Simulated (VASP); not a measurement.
# FeCo2 (P-6m2) in VASP: notebook, part 2 of 2

VASP 6.6.1. The steps go on from the part before.

## (3) Single point, PBE, collinear spin, ferromagnetic start

This run uses another cell than the first one, of 11.18 Å³/atom.

File INCAR:

```
SYSTEM = FeCo2
PREC = Accurate
ENCUT = 520
EDIFF = 1E-6
ISMEAR = 0
SIGMA = 0.1
LREAL = .False.
LASPH = .True.
NELM = 150
ALGO = Normal
ISIF = 2
LWAVE = .False.
LCHARG = .False.
ISPIN = 2
MAGMOM = 4 4 3 3 3 3
LORBIT = 11
LMAXMIX = 4
GGA = PE
NBANDS = 39
```

File KPOINTS:

```
regular mesh
0
Gamma
  6 6 2
  0 0 0
```

File POSCAR:

```
FeCo2
1.0
    2.4953446979      0.0000000029      0.0000000000
   -1.2476723515      2.1610318981      0.0000000000
    0.0000000000      0.0000000000     12.4355248892
Fe Co
2 4
Direct
    0.3333333333      0.6666666667      0.8307567772
    0.3333333333      0.6666666667      0.1692432228
    0.3333333333      0.6666666667      0.5000000000
    0.6666666667      0.3333333333      0.0000000000
    0.6666666667      0.3333333333      0.3379817247
    0.6666666667      0.3333333333      0.6620182753
```

Potentials or basis: VASP PAW PBE potentials, release 64 (Fe, Co).

Command:

```
$ cat potpaw_PBE.64/Fe/POTCAR potpaw_PBE.64/Co/POTCAR > POTCAR
$ mpirun -np 1 vasp_std > vasp.out
```

OUTCAR:

```text
SYSTEM = FeCo2
   PREC = Accurate
   ENCUT = 520
   EDIFF = 1E-6
   ISMEAR = 0
   LREAL = .False.
   LASPH = .True.
   NELM = 150
   ISIF = 2
   ISPIN = 2
   LORBIT = 11
   GGA = PE

 ion  position               nearest neighbor table
   1  0.333  0.667  0.831-   6 2.55   6 2.55   6 2.55   4 2.55   4 2.55   4 2.55
   2  0.333  0.667  0.169-   5 2.55   5 2.55   5 2.55   4 2.55   4 2.55   4 2.55
   3  0.333  0.667  0.500-   5 2.48   6 2.48   5 2.48   6 2.48   5 2.48   6 2.48
   4  0.667  0.333  0.000-   1 2.55   2 2.55   1 2.55   2 2.55   1 2.55   2 2.55
   5  0.667  0.333  0.338-   3 2.48   3 2.48   3 2.48   2 2.55   2 2.55   2 2.55
   6  0.667  0.333  0.662-   3 2.48   3 2.48   3 2.48   1 2.55   1 2.55   1 2.55

  LATTYP: Found a hexagonal cell.
 ALAT       =     2.4953446979
 C/A-ratio  =     4.9834898159

  Lattice vectors:

 A1 = (   2.4953446979,   0.0000000029,   0.0000000000)
 A2 = (  -1.2476723515,   2.1610318981,   0.0000000000)
 A3 = (   0.0000000000,   0.0000000000,  12.4355248892)

[... 1352 lines left out ...]
  -------------------------------------------------------------------------------------
  Total        0.0927561      0.0927561     -0.1404716     -0.0000000      0.0000000      0.0000000
  in kB        2.2161405      2.2161405     -3.3561654     -0.0000000      0.0000000      0.0000000
  external PRESSURE =       0.3587052 kB  Pullay stress =       0.0000000 kB

 VOLUME and BASIS-vectors are now :
 -----------------------------------------------------------------------------
  energy-cutoff  :      520.00
  volume of cell :       67.06
      direct lattice vectors                 reciprocal lattice vectors
     2.495344698  0.000000003  0.000000000     0.400746238  0.231370949  0.000000000
    -1.247672352  2.161031898  0.000000000    -0.000000001  0.462741897  0.000000000
     0.000000000  0.000000000 12.435524889     0.000000000  0.000000000  0.080414780

 POSITION                                       TOTAL-FORCE (eV/Angst)
 -----------------------------------------------------------------------------------
     -0.00000      1.44069     10.33090        -0.000000      0.000000      0.002514
     -0.00000      1.44069      2.10463        -0.000000      0.000000     -0.002514
     -0.00000      1.44069      6.21776         0.000000     -0.000000      0.000000
      1.24767      0.72034      0.00000         0.000000     -0.000000      0.000000
      1.24767      0.72034      4.20298         0.000000     -0.000000      0.037080
      1.24767      0.72034      8.23254         0.000000     -0.000000     -0.037080
 -----------------------------------------------------------------------------------
    total drift:                               -0.000000      0.000000      0.000000

  FREE ENERGIE OF THE ION-ELECTRON SYSTEM (eV)
  ---------------------------------------------------
  free  energy   TOTEN  =       -44.3112452939 eV

  energy  without entropy=      -44.2716911963  energy(sigma->0) =      -44.29146825

 total charge

# of ion       s       p       d       tot
------------------------------------------
    1        0.487   0.517   6.235   7.239
    2        0.487   0.517   6.235   7.239
    3        0.487   0.516   7.266   8.269
    4        0.481   0.503   7.246   8.229
    5        0.484   0.510   7.261   8.255
    6        0.484   0.510   7.261   8.255
--------------------------------------------------
tot          2.910   3.073  41.505  47.488

 magnetization (x)

# of ion       s       p       d       tot
------------------------------------------
    1       -0.012  -0.036   2.516   2.468
    2       -0.012  -0.036   2.516   2.468
    3       -0.017  -0.053   1.676   1.606
    4       -0.022  -0.057   1.742   1.663
    5       -0.019  -0.056   1.692   1.616
    6       -0.019  -0.056   1.692   1.616
--------------------------------------------------
tot         -0.102  -0.294  11.833  11.437
```

OSZICAR:

```text
N       E                     dE             d eps       ncg     rms          rms(c)
DAV:   1     0.392292770294E+03    0.39229E+03   -0.23046E+04  2184   0.184E+03
DAV:   2    -0.182060196288E+02   -0.41050E+03   -0.38680E+03  2184   0.358E+02
DAV:   3    -0.480214564451E+02   -0.29815E+02   -0.27054E+02  2289   0.133E+02
[... 16 lines left out ...]
DAV:  20    -0.443112348671E+02   -0.10348E-03   -0.21219E-04  3191   0.206E-01    0.132E-01
DAV:  21    -0.443112263877E+02    0.84794E-05   -0.13778E-04  2906   0.248E-01    0.866E-02
DAV:  22    -0.443112422769E+02   -0.15889E-04   -0.37691E-05  2867   0.702E-02    0.746E-02
DAV:  23    -0.443112457392E+02   -0.34622E-05   -0.13206E-05  2690   0.508E-02    0.555E-02
DAV:  24    -0.443112452939E+02    0.44527E-06   -0.83474E-06  2597   0.527E-02
   1 F= -.44311245E+02 E0= -.44291468E+02  d E =-.395541E-01  mag=    11.3736
```

stdout:

```text
POSCAR found type information on POSCAR FeCo
 POSCAR found :  2 types and       6 ions
 scaLAPACK will be used
 LDA part: xc-table for (Slater+PW92), standard interpolation
 POSCAR, INCAR and KPOINTS ok, starting setup
 FFT: planning ... GRIDC
 FFT: planning ... GRID_SOFT
 FFT: planning ... GRID
 WAVECAR not read
 entering main loop
```

It took 5.1 min on 1 thread of Intel Xeon 8259CL, shared host; peak memory 0.24 GiB.

What came out:

| Item | Value |
| --- | --- |
| Free energy | -44.3112 eV |
| Pressure | 0.0 GPa |
| Largest force | 0.037 eV/Å |
| Net moment | 11.38 μB per cell |
| Site moments | Fe +2.47; Co +1.61, +1.66, +1.62 (each value once) μB |
| Valence electrons inside the program's atomic spheres | Fe 7.24; Co 8.27, 8.23, 8.26 (each value once) |

Forces in eV/Å, atoms in the order of the input:
```
Fe   0.000  0.000  0.003
Fe   0.000  0.000 -0.003
Co   0.000  0.000  0.000
Co   0.000  0.000  0.000
Co   0.000  0.000  0.037
Co   0.000  0.000 -0.037
```

Levels at points of the mesh, in eV from the Fermi level:
Spin up:
```csv
k point,band 30,band 31,band 32,band 33,band 34,band 35
"(0.00, 0.00, 0.00)",-0.86,-0.86,-0.77,-0.77,-0.69,-0.69
"(0.50, 0.00, 0.00)",-0.08,0.94,0.99,1.49,2.67,2.72
"(0.00, 0.00, 0.50)",-1.07,-0.96,-0.96,-0.73,-0.73,-0.70
"(0.50, 0.00, 0.50)",-0.08,1.24,1.32,1.67,1.73,3.27
```
Spin down:
```tsv
k point	band 16	band 17	band 18	band 19	band 20	band 21	band 22	band 23	band 24	band 25
(0.00, 0.00, 0.00)	-0.73	-0.73	-0.64	-0.64	-0.26	-0.12	-0.12	0.11	0.11	0.16
(0.50, 0.00, 0.00)	-0.21	-0.21	-0.14	-0.13	0.81	1.09	1.13	1.24	1.32	1.36
(0.00, 0.00, 0.50)	-0.73	-0.73	-0.65	-0.65	-0.56	-0.08	-0.08	0.00	0.00	0.33
(0.50, 0.00, 0.50)	-0.30	0.00	0.04	0.09	0.37	0.66	0.74	1.27	1.34	1.36
```

Caveat: the k points lie up to 0.48 Å⁻¹ apart.

## (4) Relaxation of cell and atoms, PBE, collinear spin, ferromagnetic start

File INCAR:

```
  PREC = Accurate
  ENCUT = 600
  EDIFF = 1E-7
  ISMEAR = 0
  SIGMA = 0.1
  LREAL = F
  LASPH = T
  NELM = 150
  ALGO = Normal
  ISIF = 3
  LWAVE = F
  LCHARG = F
  ISPIN = 2
  MAGMOM = 4 4 3 3 3 3
  LORBIT = 11
  LMAXMIX = 4
  GGA = PE
  IBRION = 2
  NSW = 90
  EDIFFG = -0.04
```

File KPOINTS:

```
regular mesh
0
Gamma
  6 6 2
```

File POSCAR:

```
FeCo2
1.0
    2.4825423700      0.0000000000      0.0000000000
   -1.2412711900      2.1499447600      0.0000000000
    0.0000000000      0.0000000000     12.0867108400
Fe Co
2 4
Direct
    0.3333333300      0.6666666700      0.8333333300
    0.3333333300      0.6666666700      0.1666666700
    0.3333333300      0.6666666700      0.5000000000
    0.6666666700      0.3333333300      0.0000000000
    0.6666666700      0.3333333300      0.3333333300
    0.6666666700      0.3333333300      0.6666666700
```

Command:

```
$ cat potpaw_PBE.64/Fe/POTCAR potpaw_PBE.64/Co/POTCAR > POTCAR
$ mpirun -np 1 vasp_std > vasp.out
```

Wall time 30 min (1 thread of Intel Xeon 8259CL, shared host); peak memory 0.27 GiB.

It converged, with:

- Free energy: -44.3082 eV
- Relaxed volume: 11.13 Å³/atom
- Relaxed cell: a = 2.494 Å, b = 2.494 Å, c = 12.399 Å, α = 90.00°, β = 90.00°, γ = 120.00°
- Space group after relaxing (to 0.1 Å): P-6m2 (No. 187)
- Energy gained by relaxing: 13.7 meV/atom
- Ionic steps: 8
- Pressure after relaxing: 0.4 GPa
- Largest force after relaxing: 0.026 eV/Å
- Net moment: 11.30 μB per cell
- Site moments: Fe +2.45; Co +1.59, +1.66, +1.60 (each value once) μB
- Valence electrons inside the program's atomic spheres: Fe 7.25; Co 8.28, 8.23, 8.27 (each value once)

Forces in eV/Å, atoms in the order of the input:
```
Fe   0.000  0.000  0.026
Fe   0.000  0.000 -0.026
Co   0.000  0.000  0.000
Co   0.000  0.000  0.000
Co   0.000  0.000 -0.016
Co   0.000  0.000  0.016
```

Stress tensor (GPa, compression positive):
```
0.41 0.00 0.00
0.00 0.41 0.00
0.00 0.00 0.33
```

The path:
```tsv
step	energy change (eV)	largest force (eV/Å)	pressure (GPa)	volume (Å³)
1	0.0000	0.4679	6.57	64.51
2	-0.0400	0.2396	-4.65	68.71
3	-0.0611	0.3193	-0.71	67.08
4	-0.0724	0.1762	-0.17	66.88
5	-0.0765	0.1772	0.43	66.70
6	-0.0802	0.1163	-0.12	66.96
7	-0.0814	0.0530	-0.71	67.23
8	-0.0822	0.0257	0.38	66.79
```

Final structure:
```yaml
crystal:
  lattice:
    - [2.49407, 0.00000, 0.00000]
    - [-1.24703, 2.15992, 0.00000]
    - [0.00000, 0.00000, 12.39867]
  atoms:
    - { symbol: Fe, position: [0.33333, 0.66667, 0.83031] }
    - { symbol: Fe, position: [0.33333, 0.66667, 0.16969] }
    - { symbol: Co, position: [0.33333, 0.66667, 0.50000] }
    - { symbol: Co, position: [0.66667, 0.33333, 0.00000] }
    - { symbol: Co, position: [0.66667, 0.33333, 0.33851] }
    - { symbol: Co, position: [0.66667, 0.33333, 0.66149] }
```

Levels at points of the mesh, in eV from the Fermi level:
Spin up:
| k point | band 28 | band 29 | band 30 | band 31 | band 32 | band 33 | band 34 | band 35 | band 36 | band 37 |
| --- | --- | --- | --- | --- | --- | --- | --- | --- | --- | --- |
| (0.00, 0.00, 0.00) | -1.24 | -1.24 | -0.83 | -0.83 | -0.75 | -0.75 | -0.68 | -0.68 | -0.24 | 6.10 |
| (0.50, 0.00, 0.00) | -0.38 | -0.06 | -0.06 | 0.94 | 0.99 | 1.50 | 2.68 | 2.74 | 3.52 | 7.59 |
| (0.00, 0.00, 0.50) | -1.06 | -1.06 | -1.03 | -0.94 | -0.94 | -0.71 | -0.71 | -0.68 | -0.68 | 7.39 |
| (0.50, 0.00, 0.50) | -0.48 | -0.06 | -0.06 | 1.25 | 1.33 | 1.68 | 1.74 | 3.29 | 3.38 | 7.25 |
Spin down:
```csv
k point,band 18,band 19,band 20,band 21,band 22,band 23
"(0.00, 0.00, 0.00)",-0.65,-0.65,-0.23,-0.13,-0.13,0.10
"(0.50, 0.00, 0.00)",-0.14,-0.14,0.82,1.09,1.13,1.24
"(0.00, 0.00, 0.50)",-0.65,-0.65,-0.54,-0.09,-0.09,-0.01
"(0.50, 0.00, 0.50)",0.04,0.09,0.37,0.66,0.74,1.27
```

Caveat: the k points lie up to 0.48 Å⁻¹ apart in the final cell.

## (5) The runs side by side

| task | cell | cutoff (eV) | gap on the mesh (eV) | pressure (GPa) | moment (μB) | largest force (eV/Å) |
| --- | --- | --- | --- | --- | --- | --- |
| single point | a = 2.483, b = 2.483, c = 12.087 Å, angles 90.0, 90.0, 120.0°, 6 atoms, atomic positions A | 520 | none | 6.7 | 10.81 | 0.47 |
| single point | a = 2.495, b = 2.495, c = 12.436 Å, angles 90.0, 90.0, 120.0°, 6 atoms, atomic positions B | 520 | none | 0.0 | 11.38 | 0.04 |
| relaxation of cell and atoms | relaxed from a = 2.483, b = 2.483, c = 12.087 Å, angles 90.0, 90.0, 120.0°, 6 atoms, atomic positions A | 600 | none | 0.4 | 11.30 | 0.03 |

Alike in all rows: level PBE; potentials or basis VASP PAW PBE potentials, release 64 (Fe, Co); spin collinear, ferromagnetic start; k mesh 6 × 6 × 2; smearing gaussian 0.1 eV.

Caveats: all runs use coarse meshes.

Total energies depend on the potentials used, so only differences within one code and one set of settings carry meaning.
